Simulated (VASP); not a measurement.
Write the native input for VASP 6.6.1 that does the following.

```
Task                   : single point
Functional             : PBEsol
Potentials or basis    : VASP PAW PBE potentials, release 64 (Ta_pv, Sb)
Cutoff                 : 520 eV
k mesh                 : 14 × 14 × 14
Occupations            : fermi-dirac, width 0.15 eV
Spin                   : no spin polarisation
Dipole correction      : no
Further INCAR settings : ALGO = Normal; EDIFF = 1e-07; NBANDS = 15
```

The structure of TaSb lies in POSCAR:

```
TaSb
1.0
    0.0000000000      2.7942881299      2.7942881299
    2.7942881299      0.0000000000      2.7942881299
    2.7942881299      2.7942881299      0.0000000000
Ta Sb
1 1
Direct
    0.5000000000      0.5000000000      0.5000000000
    0.0000000000      0.0000000000      0.0000000000
```

One way to write it, as run:

INCAR

```
SYSTEM = TaSb
PREC = Accurate ; ENCUT = 520
EDIFF = 1E-7 ; ISMEAR = -1
SIGMA = 0.15 ; LREAL = .FALSE.
LASPH = .TRUE. ; NELM = 60
ALGO = Normal ; ISIF = 2
LWAVE = .FALSE. ; LCHARG = .FALSE.
GGA = PS ; NBANDS = 15
```

KPOINTS

```
Automatic mesh
0
G
  14 14 14
  0 0 0
```

Potentials or basis: VASP PAW PBE potentials, release 64 (Ta_pv, Sb).

The run is started by

```bash
$ cat potpaw_PBE.64/Ta_pv/POTCAR potpaw_PBE.64/Sb/POTCAR > POTCAR
$ mpirun -np 1 vasp_std > vasp.out
```

It gave:

```
Pressure               : 0.3 GPa
Band gap on the k mesh : zero (bands 8 and 9 overlap by 1.50 eV)
```

Caveat: the PAW data sets were made with another functional, which shifts forces and pressure a little; spin-orbit coupling is left out, which moves the levels of the heavy elements.

Wall time 91 s on 1 thread of Intel Xeon 8259CL (shared host), peak memory 0.22 GiB.
